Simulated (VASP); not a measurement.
A run of VASP 6.6.1 is set up as follows.

The input INCAR:

```
  PREC = Accurate
  ENCUT = 520
  EDIFF = 1E-7
  ISMEAR = -1
  SIGMA = 0.02
  LREAL = F
  LASPH = T
  NELM = 150
  ALGO = Normal
  ISIF = 2
  LWAVE = F
  LCHARG = T
  MAGMOM = 0 0 0 0 0 0 0 0 0 0 0 0
  LORBIT = 11
  LSORBIT = T
  GGA_COMPAT = F
  LORBMOM = T
  LMAXMIX = 4
  GGA = PE
  LVHAR = T
  NBANDS = 46
```

File KPOINTS:

```
regular mesh
0
Gamma
  8 8 8
```

The input POSCAR:

```
Y2AsN
1.0
    1.8683490041      1.0786918005      6.3423113524
   -1.8683490041      1.0786918005      6.3423113524
    0.0000000000     -2.1573836010      6.3423113524
N As Y
1 1 2
Direct
    1.0000000000      0.0000000000      0.0000000000
    0.5000000000      0.5000000000      0.5000000000
    0.2625107907      0.2625107907      0.2625107907
    0.7374892093      0.7374892093      0.7374892093
```

Potentials or basis: VASP PAW PBE potentials, release 64 (N, As, Y_sv).

Run with:

```console
$ cat potpaw_PBE.64/N/POTCAR potpaw_PBE.64/As/POTCAR potpaw_PBE.64/Y_sv/POTCAR > POTCAR
$ mpirun -np 1 vasp_ncl > vasp.out
```

Question: What does it give for the net moment?

Answer: 0.00 μB per cell.

Question: Estimate the largest force.

Answer: 0.152 eV/Å.

Question: What does it give for the pressure?

Answer: 0.4 GPa.

Forces in eV/Å, atoms in the order of the input:
```
N    0.000  0.000  0.000
As   0.000  0.000  0.000
Y    0.000  0.000  0.152
Y    0.000  0.000 -0.152
```
